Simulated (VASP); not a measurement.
# TePb (Fm-3m) in VASP: further runs, part 2 of 2

VASP 6.6.1. Earlier steps stand in the parts before.

## Step 5: Single point, r2SCAN

This run uses another cell than the first one, of 32.25 Å³/atom.

The input, POSCAR:

```
TePb
1.0
    0.0000000000      3.1831548291      3.1831548291
    3.1831548291      0.0000000000      3.1831548291
    3.1831548291      3.1831548291      0.0000000000
Te Pb
1 1
Direct
    0.5000000000      0.5000000000      0.5000000000
    0.0000000000      0.0000000000      0.0000000000
```

The input, INCAR.step1:

```
  ALGO = Normal
  EDIFF = 1E-4
  ENCUT = 520
  GGA = PE
  ISMEAR = 0
  LASPH = True
  LCHARG = False
  LREAL = False
  LWAVE = True
  NBANDS = 17
  NELM = 60
  PREC = Accurate
  SIGMA = 0.01
```

The input, INCAR.step2:

```
  ALGO = Normal
  EDIFF = 1E-7
  ENCUT = 520
  ISIF = 2
  ISMEAR = 0
  ISTART = 1
  LASPH = True
  LCHARG = False
  LMIXTAU = True
  LREAL = False
  LWAVE = False
  METAGGA = R2SCAN
  NBANDS = 17
  NELM = 60
  PREC = Accurate
  SIGMA = 0.01
```

The input, KPOINTS:

```
k-points
0
Gamma
  6 6 6
```

Potentials or basis: VASP PAW PBE potentials, release 64 (Te, Pb_d).

Launch:

```sh
$ cat potpaw_PBE.64/Te/POTCAR potpaw_PBE.64/Pb_d/POTCAR > POTCAR
$ cp INCAR.step1 INCAR
$ mpirun -np 1 vasp_std > vasp.out
$ cp INCAR.step2 INCAR
$ mpirun -np 1 vasp_std > vasp.out
```

OUTCAR:

```text
EDIFF = 1E-7
   ENCUT = 520
   ISIF = 2
   ISMEAR = 0
   ISTART = 1
   LASPH = True
   LREAL = False
   METAGGA = R2SCAN
   NELM = 60
   PREC = Accurate

 ion  position               nearest neighbor table
   1  0.500  0.500  0.500-   2 3.18   2 3.18   2 3.18   2 3.18   2 3.18   2 3.18
   2  0.000  0.000  0.000-   1 3.18   1 3.18   1 3.18   1 3.18   1 3.18   1 3.18

  LATTYP: Found a face centered cubic cell.
 ALAT       =     6.3663096582

  Lattice vectors:

 A1 = (   0.0000000000,   3.1831548291,   3.1831548291)
 A2 = (   3.1831548291,   0.0000000000,   3.1831548291)
 A3 = (   3.1831548291,   3.1831548291,   0.0000000000)

Analysis of symmetry for initial positions (statically):
=====================================================================
 Subroutine PRICEL returns:
 Original cell was already a primitive cell.

 Routine SETGRP: Setting up the symmetry group for a
 face centered cubic supercell.

 Subroutine GETGRP returns: Found 48 space group operations
 (whereof 48 operations were pure point group operations)
 out of a pool of 48 trial point group operations.

[... 150 lines left out ...]
  free energy    TOTEN  =       -82.64427059 eV

  energy without entropy =      -82.64427059  energy(sigma->0) =      -82.64427059

 E-fermi :   6.2407     XC(G=0): -10.0348

 val. band max:        6.1452421470   @ k =   0.5000   0.0000   0.0000
 cond. band min:       7.0573225364   @ k =   0.5000   0.0000   0.0000
 fundamental gap:      0.9120803894
 Fermi energy:         6.2407119790

 k-point     1 :       0.0000    0.0000    0.0000
  band No.  band energies     occupation
      1     -11.3433      2.00000
      2     -11.3433      2.00000
      3     -11.3267      2.00000
      4     -11.3267      2.00000
      5     -11.3267      2.00000
      6      -6.8065      2.00000
[... 297 lines left out ...]
      4     -11.3066      2.00000
      5     -11.2950      2.00000
      6      -4.7124      2.00000
[... 9 lines left out ...]
     16      17.5696      0.00000
     17      18.2077      0.00000

------------------------ aborting loop because EDIFF is reached ----------------------------------------

  FORCE on cell =-STRESS in cart. coord.  units (eV):
  Direction    XX          YY          ZZ          XY          YZ          ZX
  --------------------------------------------------------------------------------------
  -------------------------------------------------------------------------------------
  Total        1.5999639      1.5999639      1.5999639      0.0000000      0.0000000      0.0000000
  in kB       39.7390503     39.7390503     39.7390503      0.0000000      0.0000000      0.0000000
  external PRESSURE =      39.7390503 kB  Pullay stress =       0.0000000 kB

 VOLUME and BASIS-vectors are now :
 -----------------------------------------------------------------------------
  energy-cutoff  :      520.00
  volume of cell :       64.51
      direct lattice vectors                 reciprocal lattice vectors
     0.000000000  3.183154829  3.183154829    -0.157076871  0.157076871  0.157076871
     3.183154829  0.000000000  3.183154829     0.157076871 -0.157076871  0.157076871
     3.183154829  3.183154829  0.000000000     0.157076871  0.157076871 -0.157076871

 POSITION                                       TOTAL-FORCE (eV/Angst)
 -----------------------------------------------------------------------------------
      3.18315      3.18315      3.18315         0.000000     -0.000000      0.000000
      0.00000      0.00000      0.00000         0.000000      0.000000     -0.000000
 -----------------------------------------------------------------------------------
    total drift:                               -0.000000      0.000000      0.000000

  FREE ENERGIE OF THE ION-ELECTRON SYSTEM (eV)
  ---------------------------------------------------
  free  energy   TOTEN  =       -82.6442705916 eV

  energy  without entropy=      -82.6442705916  energy(sigma->0) =      -82.64427059
```

It took 2.1 min on 1 thread of Intel Xeon 8259CL, shared host; peak memory 0.21 GiB.

What came out:

```yaml
Free_energy: -82.6443 eV
Pressure: 4.0 GPa
Band_gap_on_the_k_mesh: 0.91 eV
```

Levels at points of the mesh, in eV from the valence-band top:
| k point | band 6 | band 7 | band 8 | band 9 | band 10 | band 11 | band 12 | band 13 | band 14 | band 15 |
| --- | --- | --- | --- | --- | --- | --- | --- | --- | --- | --- |
| (0.00, 0.00, 0.00) | -12.95 | -5.53 | -1.71 | -1.71 | -1.71 | 4.37 | 4.37 | 4.37 | 6.04 | 6.04 |
| (0.50, 0.00, 0.00) | -11.31 | -9.19 | -1.20 | -1.20 | 0.00 | 0.91 | 1.26 | 1.26 | 8.99 | 9.64 |
| (0.50, 0.50, 0.00) | -10.99 | -7.61 | -5.10 | -3.28 | -3.28 | 3.35 | 5.97 | 5.97 | 7.43 | 10.59 |

Caveat: the cell stands under pressure; the PAW data sets were made with another functional, which shifts forces and pressure a little; spin-orbit coupling is left out, which moves the levels of the heavy elements. A k mesh can miss the band edges.

## Step 6: Summary

```tsv
cell	gap on the mesh (eV)	pressure (GPa)
a = 4.299 Å, angles 60.0°, 2 atoms	0.48	15.0
a = 4.376 Å, angles 60.0°, 2 atoms	0.67	10.0
a = 4.433 Å, angles 60.0°, 2 atoms	0.78	7.0
a = 4.502 Å, angles 60.0°, 2 atoms	0.91	4.0
```

Alike in all rows: task single point; level r2SCAN; potentials or basis VASP PAW PBE potentials, release 64 (Te, Pb_d); no spin polarisation; k mesh 6 × 6 × 6; cutoff (eV) 520; smearing gaussian 0.01 eV.

Caveats: the cell stands under pressure; the PAW data sets were made with another functional, which shifts forces and pressure a little; spin-orbit coupling is left out, which moves the levels of the heavy elements.

Absolute energies hang on the potentials; compare differences alone.
